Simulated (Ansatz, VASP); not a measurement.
Two plane-wave programs on O

```
O
1.0
     4.04225    0.00000   -0.05113
     0.00000    4.02616    0.00000
    -1.06459    0.00000    2.79144
O
4
Cartesian
  0.6603 2.7547 1.8535
  1.7851 2.7547 2.2825
  2.3174 1.2715 0.8868
  1.1926 1.2715 0.4578
```

Alike in both runs: task single point; functional r2SCAN; k mesh 6 × 4 × 6; no spin polarisation.

```csv
,VASP,Ansatz
version,VASP 6.6.1,Ansatz 0.2.0
potentials or method,"VASP PAW PBE potentials, release 64 (O)",plane waves
plane-wave cutoff (eV),520,500
occupations,"gaussian, width 0.01 eV",fixed
valence electrons in the cell,24,24
```

VASP gave:

```
gap on the k mesh at the Fermi level (eV)                     : 0.99
pressure (GPa)                                                : 4.8
traceless stress, the component that is largest in VASP (GPa) : 6.64
rms of the force components (eV/Å)                            : 0.839
```

Question: Which values does Ansatz return?

Answer: gap on the k mesh at the Fermi level (eV): 0.99; pressure (GPa): 0.9; traceless stress, the component that is largest in VASP (GPa): -0.21; rms of the force components (eV/Å): 0.037.

VASP's potentials were made for PBE, not for r2SCAN. Atom by atom the forces differ by 0.875 eV/Å (rms over components).

Noted on VASP's run: the standard files for N, O and F lose accuracy on very short bonds; spin is off for a triplet molecule.
